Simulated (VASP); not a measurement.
# TaN (C2) in VASP: single point with PBEsol

Aim: the single point of TaN with PBEsol.

All numbers are computed with VASP 6.6.1; they aren't measurements. Logs are shortened: lines on timing, memory, paths and dates and some standing lists are left out, and cuts for length are marked.

**1. The cell of the first run**

Symmetry: C2, No. 5, monoclinic system. The conventional cell has a = 3.022 Å, b = 5.104 Å, c = 2.757 Å, α = 90.00°, β = 94.35°, γ = 90.00°. Within 2.8 Å of Ta (site symmetry 2) lie 6 N at 2.10 to 2.28 Å and 2 Ta at 2.76 Å. N (site symmetry 2) has 6 Ta at 2.10 to 2.28 Å and 2 N at 2.76 Å within 2.8 Å.

**2. Single point, PBEsol (strained and its atoms moved)**

The input, INCAR:

```
PREC = Accurate
ENCUT = 520
EDIFF = 1E-6
ISMEAR = 0
SIGMA = 0.1
LREAL = F
LASPH = T
NELM = 80
ALGO = Normal
ISIF = 2
LWAVE = F
LCHARG = F
GGA = PS
NBANDS = 15
```

The input, KPOINTS:

```
regular mesh
0
Gamma
  14 14 14
```

The input, POSCAR:

```
TaN
1.0
    2.9652341078      0.0314365878      0.0552049985
   -1.4553921703      2.5836728850      0.0551916795
    0.0541715700      0.0938128200      2.7545623500
Ta N
1 1
Direct
    0.3451240173      0.6548759827      0.5000000000
   -0.0117906840      0.0117906840      0.0000000000
```

Potentials or basis: VASP PAW PBE potentials, release 64 (Ta_pv, N).

Launch:

```console
cat potpaw_PBE.64/Ta_pv/POTCAR potpaw_PBE.64/N/POTCAR > POTCAR
mpirun -np 1 vasp_std > vasp.out
```

OUTCAR:

```text
PREC = Accurate
   ENCUT = 520
   EDIFF = 1E-6
   ISMEAR = 0
   LREAL = F
   LASPH = T
   NELM = 80
   ISIF = 2
   GGA = PS

 ion  position               nearest neighbor table
   1  0.345  0.655  0.500-   2 2.10   2 2.10   2 2.24   2 2.24   2 2.28   2 2.28
   2  0.988  0.012  0.000-   1 2.10   1 2.10   1 2.24   1 2.24   1 2.28   1 2.28

  LATTYP: Found a base centered monoclinic cell.
 ALAT       =     3.0216895369
 B/A-ratio  =     1.6892843370
 C/A-ratio  =     0.9123014357
 COS(beta)  =    -0.0757774254

  Lattice vectors:

 A1 = (  -2.9652341078,  -0.0314365878,  -0.0552049985)
 A2 = (   1.4553921703,  -2.5836728850,  -0.0551916795)
 A3 = (   0.0541715700,   0.0938128200,   2.7545623500)

Analysis of symmetry for initial positions (statically):
=====================================================================
 Subroutine PRICEL returns:
 Original cell was already a primitive cell.

 Routine SETGRP: Setting up the symmetry group for a
 base centered monoclinic supercell.

 Subroutine GETGRP returns: Found  2 space group operations
 (whereof  2 operations were pure point group operations)
 out of a pool of  4 trial point group operations.

The static configuration has the point symmetry C_2 .

Analysis of symmetry for dynamics (positions and initial velocities):
=====================================================================
 Subroutine PRICEL returns:
 Original cell was already a primitive cell.

 Routine SETGRP: Setting up the symmetry group for a
 base centered monoclinic supercell.

 Subroutine GETGRP returns: Found  2 space group operations
 (whereof  2 operations were pure point group operations)
 out of a pool of  4 trial point group operations.

The dynamic configuration has the point symmetry C_2 .

 Subroutine INISYM returns: Found  2 space group operations
 (whereof  2 operations are pure point group operations),
 and found     1 'primitive' translations

----------------------------------------------------------------------------------------

                                     Primitive cell

  volume of cell :      21.1987

  direct lattice vectors                    reciprocal lattice vectors
     2.965234108  0.031436588  0.055204998     0.335477904  0.189254524 -0.013043039
    -1.455392170  2.583672885  0.055191680    -0.003840563  0.385161098 -0.013041999
     0.054171570  0.093812820  2.754562350    -0.006646461 -0.011510171  0.363556792

  length of vectors
     2.965914558  2.965902572  2.756691703     0.385399559  0.385400980  0.363799671

  position of ions in fractional coordinates (direct lattice)
     0.345124017  0.654875983  0.500000000
     0.988209316  0.011790684  0.000000000

  ion indices of the primitive-cell ions
   primitive index   ion index
                 1           1
                 2           2

----------------------------------------------------------------------------------------

 KPOINTS: regular mesh

Automatic generation of k-mesh.
 Grid dimensions read from file:
 generate k-points for:   14   14   14

 Generating k-lattice:

  Cartesian coordinates                     Fractional coordinates (reciprocal lattice)
     0.023962707  0.013518180 -0.000931646     0.071428571 -0.000000000  0.000000000
    -0.000274326  0.027511507 -0.000931571    -0.000000000  0.071428571  0.000000000
    -0.000474747 -0.000822155  0.025968342     0.000000000  0.000000000  0.071428571

  Length of vectors
     0.027528540  0.027528641  0.025985691

  Shift w.r.t. Gamma in fractional coordinates (k-lattice)
     0.000000000  0.000000000  0.000000000

 Subroutine IBZKPT returns following result:
 ===========================================

 Found    744 irreducible k-points:

 Following reciprocal coordinates:
            Coordinates               Weight
  0.000000  0.000000  0.000000      1.000000
  0.071429  0.000000  0.000000      4.000000
  0.142857 -0.000000 -0.000000      4.000000
  0.214286  0.000000  0.000000      4.000000
  0.285714 -0.000000  0.000000      4.000000
  0.357143 -0.000000 -0.000000      4.000000
[... 16 lines left out ...]
  0.214286  0.142857 -0.000000      4.000000
  0.285714  0.142857 -0.000000      4.000000
 [... further k-points ...]
   k-points           NKPTS =    744   k-points in BZ     NKDIM =    744   number of bands    NBANDS=     15
   number of dos      NEDOS =    301   number of ions     NIONS =      2
   total plane-waves  NPLWV =  13824
   dimension x,y,z NGX =    24 NGY =   24 NGZ =   24
   dimension x,y,z NGXF=    48 NGYF=   48 NGZF=   48
   ions per type =               1   1
   NGX,Y,Z   is equivalent  to a cutoff of  13.45, 13.45, 14.47 a.u.
   NGXF,Y,Z  is equivalent  to a cutoff of  26.91, 26.91, 28.95 a.u.
 SYSTEM =  unknown system
   PREC   = accura    normal or accurate (medium, high low for compatibility)
   ISTART =      0    job   : 0-new  1-cont  2-samecut
   ICHARG =      2    charge: 1-file 2-atom 10-const
   ISPIN  =      1    spin polarized calculation?
   LNONCOLLINEAR =      F non collinear calculations
   LSORBIT =      F    spin-orbit coupling
   LASPH  =      T    aspherical Exc in radial PAW
   ENCUT  =  520.0 eV  38.22 Ry    6.18 a.u.   5.51  5.51  5.13*2*pi/ulx,y,z
   NELM   =     80;   NELMIN=  2; NELMDL= -5     # of ELM steps
   EDIFF  = 0.1E-05   stopping-criterion for ELM
   LREAL  =      F    real-space projection
   EDIFFG = 0.1E-04   stopping-criterion for IOM
   NSW    =      0    number of steps for IOM
   IBRION =     -1    ionic relax: 0-MD 1-quasi-New 2-CG
   NFREE  =      0    steps in history (QN), initial steepest desc. (CG)
   ISIF   =      2    stress and relaxation
   ISYM   =      2    0-nonsym 1-usesym 2-fastsym
   POTIM  = 0.5000    time-step for ionic-motion
   TEBEG  =    0.0;   TEEND  =   0.0 temperature during run
   PSTRESS=    0.0 pullay stress
   NELECT =      16.0000    total number of electrons
   NUPDOWN=      -1.0000    fix difference up-down
   EMIN   =  10.00;   EMAX   =-10.00  energy-range for DOS
   EFERMI =   0.00;   METHOD = LEGACY
   ISMEAR =     0;   SIGMA  =   0.10  broadening in eV -4-tet -1-fermi 0-gaus
   EFERMI_NEDOS =   21; number of points for ismear=-14 and -15
   IALGO  =     38    algorithm
   IMIX   =      4    mixing-type and parameters
     AMIX     =   0.40;   BMIX     =  1.00
     AMIX_MAG =   1.60;   BMIX_MAG =  1.00
  volume/ion in A,a.u.               =      10.60        71.53
  Fermi-wavevector in a.u.,A,eV,Ry     =   1.490544  2.816720 30.228352  2.221721
  Thomas-Fermi vector in A             =   2.603312
   LORBIT       =      0    0 simple, 1 ext, 2 COOP (PROOUT), +10 PAW based schemes
   GGA     = PS    functional components
   LHFCALC =     F    Hartree Fock is set to
   AEXX    =    0.0000 exact exchange contribution
   IVDW    =     0    specifies the selected vdW correction
   LEPSILON=     F    determine dielectric tensor
   LRPA    =     F    only Hartree local field effects (RPA)
 non-spin polarized calculation
 Gauss-broadening in eV      SIGMA  =   0.10
  energy-cutoff  :      520.00
  volume of cell :       21.20
 maximum number of plane-waves:       585
 NGX is ok and might be reduce to    24
   NGX = 11   NGY = 11   NGZ = 11

 number of electron      16.0000004 magnetization

 Free energy of the ion-electron system (eV)
  ---------------------------------------------------
  ext. energy  EPLUGINS =         0.00000000
  ---------------------------------------------------
  free energy    TOTEN  =       -23.48107037 eV

  energy without entropy =      -23.48021286  energy(sigma->0) =      -23.48064162

 E-fermi :   8.4550     XC(G=0): -13.5773

 val. band max:        8.4408333566   @ k =   0.0714   0.0000   0.5000
 cond. band min:       8.4616391894   @ k =  -0.4286   0.4286   0.4286
 fundamental gap:      0.0208058328
 Fermi energy:         8.4549825194

 k-point     1 :       0.0000    0.0000    0.0000
  band No.  band energies     occupation
      1     -26.2816      2.00000
      2     -26.2389      2.00000
      3     -26.2147      2.00000
      4      -9.6448      2.00000
      5       3.1545      2.00000
      6       3.1917      2.00000
      7       4.1582      2.00000
      8       5.7495      2.00000
      9       9.7792      0.00000
     10      11.3327      0.00000
     11      11.9113      0.00000
     12      12.9620      0.00000
     13      13.8175      0.00000
     14      21.6160      0.00000
     15      21.9486      0.00000

 k-point     2 :       0.0714    0.0000    0.0000
  band No.  band energies     occupation
      1     -26.3171      2.00000
      2     -26.2436      2.00000
      3     -26.2301      2.00000
      4      -9.5341      2.00000
      5       2.8491      2.00000
      6       3.2787      2.00000
      7       4.2589      2.00000
      8       5.6133      2.00000
      9      10.1496      0.00000
     10      11.1983      0.00000
     11      12.0069      0.00000
     12      12.8886      0.00000
     13      13.8530      0.00000
     14      21.6260      0.00000
     15      21.9456      0.00000

 k-point     3 :       0.1429   -0.0000   -0.0000
  band No.  band energies     occupation
      1     -26.4488      2.00000
      2     -26.2671      2.00000
      3     -26.2283      2.00000
      4      -9.2213      2.00000
      5       2.1619      2.00000
      6       3.5022      2.00000
      7       4.4353      2.00000
      8       5.3390      2.00000
      9      10.7306      0.00000
     10      11.1430      0.00000
     11      12.1714      0.00000
     12      12.7829      0.00000
     13      14.0214      0.00000
     14      21.6358      0.00000
     15      21.9234      0.00000
[... 343 lines left out ...]
 k-point    23 :       0.2143    0.1429   -0.0000
  band No.  band energies     occupation
      1     -26.8696      2.00000
      2     -26.4307      2.00000
      3     -26.1743      2.00000
      4      -7.9969      2.00000
      5       0.6558      2.00000
      6       3.4690      2.00000
      7       4.1743      2.00000
      8       5.6132      2.00000
      9       9.8697      0.00000
     10      11.7201      0.00000
     11      12.6059      0.00000
     12      14.1302      0.00000
     13      15.6978      0.00000
     14      21.7513      0.00000
     15      22.3476      0.00000

 k-point    24 :       0.2857    0.1429   -0.0000
  band No.  band energies     occupation
      1     -27.0094      2.00000
      2     -26.4957      2.00000
      3     -26.1536      2.00000
      4      -7.5442      2.00000
      5       0.2469      2.00000
      6       3.3141      2.00000
      7       3.8813      2.00000
      8       6.0138      2.00000
      9      10.0276      0.00000
     10      11.4022      0.00000
     11      12.6250      0.00000
     12      14.8110      0.00000
     13      16.5697      0.00000
     14      21.7245      0.00000
     15      22.2095      0.00000

 [... further k-points ...]

------------------------ aborting loop because EDIFF is reached ----------------------------------------

  FORCE on cell =-STRESS in cart. coord.  units (eV):
  Direction    XX          YY          ZZ          XY          YZ          ZX
  --------------------------------------------------------------------------------------
  -------------------------------------------------------------------------------------
  Total       -0.7692889     -0.8057434      4.6909930     -0.0315931     -2.5461279     -1.4700025
  in kB      -58.1419930    -60.8971846    354.5399895     -2.3877713   -192.4334884   -111.1011404
  external PRESSURE =      78.5002706 kB  Pullay stress =       0.0000000 kB

 VOLUME and BASIS-vectors are now :
 -----------------------------------------------------------------------------
  energy-cutoff  :      520.00
  volume of cell :       21.20
      direct lattice vectors                 reciprocal lattice vectors
     2.965234108  0.031436588  0.055204998     0.335477904  0.189254524 -0.013043039
    -1.455392170  2.583672885  0.055191680    -0.003840563  0.385161098 -0.013041999
     0.054171570  0.093812820  2.754562350    -0.006646461 -0.011510171  0.363556792

 POSITION                                       TOTAL-FORCE (eV/Angst)
 -----------------------------------------------------------------------------------
      0.09736      1.74974      1.43248        -1.443768      0.833556     -0.000004
      2.91311      0.06153      0.05520         1.443768     -0.833556      0.000004
 -----------------------------------------------------------------------------------
    total drift:                               -0.000066     -0.000118      0.000018

  FREE ENERGIE OF THE ION-ELECTRON SYSTEM (eV)
  ---------------------------------------------------
  free  energy   TOTEN  =       -23.4810703660 eV

  energy  without entropy=      -23.4802128642  energy(sigma->0) =      -23.48064162
```

Run time: 82 s. Hardware: 1 thread of Intel Xeon 6975P-C (Granite Rapids), shared host; peak memory 0.34 GiB.

Results:

| Property | Result |
| --- | --- |
| Free energy | -23.4811 eV |
| Pressure | 7.9 GPa |
| Largest force | 1.667 eV/Å |
| Band gap on the k mesh | zero (band 8 reaches 8.88 eV, above the bottom of band 9 at 8.19 eV) |

Forces on the atoms (eV/Å):
```
Ta  -1.444  0.834  0.000
N    1.444 -0.834  0.000
```

Caveat: the cell differs from its parent crystal (strained and its atoms moved); the PAW data sets were made with another functional, which shifts forces and pressure a little; spin-orbit coupling is left out, which moves the levels of the heavy elements.
